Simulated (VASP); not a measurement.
A run of VASP 6.6.1 is set up as follows.

The input INCAR:

```
PREC = Accurate
ENCUT = 520
EDIFF = 1E-7
ISMEAR = -1
SIGMA = 0.05
LREAL = False
LASPH = True
NELM = 60
ALGO = Normal
ISIF = 2
LWAVE = False
LCHARG = False
NBANDS = 15
```

Contents of KPOINTS:

```
regular mesh
0
Gamma
  7 7 7
```

Contents of POSCAR:

```
RbBr
1.0
    0.0000000000      3.4942131424      3.4942131424
    3.4942131424      0.0000000000      3.4942131424
    3.4942131424      3.4942131424      0.0000000000
Rb Br
1 1
Direct
    0.0000000000      0.0000000000      0.0000000000
    0.5000000000      0.5000000000      0.5000000000
```

Potentials or basis: VASP PAW LDA potentials, release 64 (Rb_sv, Br).

The run is started by

```console
$ cat potpaw_LDA.64/Rb_sv/POTCAR potpaw_LDA.64/Br/POTCAR > POTCAR
$ mpirun -np 1 vasp_std > vasp.out
```

(1) Estimate the band gap on the k mesh.

(2) Predict the pressure.

Answers

(1) 3.83 eV, direct.

(2) -1.8 GPa.
